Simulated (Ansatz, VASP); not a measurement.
TaN: VASP beside Ansatz

```
Ta N
1.0
     0.00000    2.23344    2.21132
     2.23344    0.00000    2.21132
     2.23344    2.23344    0.00000
Ta N
1 1
Direct
  0.50000 0.50000 0.50000
  0.00000 0.00000 0.00000
```

Alike in both runs: functional PBE; k mesh 9 × 9 × 9; occupations fermi-dirac, width 0.05 eV; no spin polarisation.

|  | VASP | Ansatz |
| --- | --- | --- |
| version | VASP 6.6.1 | Ansatz 0.2.0 |
| potentials or method | VASP PAW PBE potentials, release 64 (Ta_pv, N) | Ansatz PAW |
| plane-wave cutoff (eV) | 520 | 420 |
| valence electrons in the cell | 16 | 18 |
| task | single point | band structure |

|  | VASP | Ansatz | Ansatz less VASP |
| --- | --- | --- | --- |
| gap on the k mesh at the Fermi level (eV) | none | none | - |
| pressure (GPa) | -6.7 | -7.4 | -0.70 |
| traceless stress, the component that is largest in VASP (GPa) | 3.71 | 3.71 | -0.003 |

A gap of «none» marks a metal or a gap that the smearing closes. With one functional, cell and mesh, what is left measures potentials, basis and numerics. VASP's potentials hold 16 valence electrons a cell and Ansatz's 18, so a difference there can come from the potentials and not from the codes.

Neither program's run includes spin-orbit coupling.
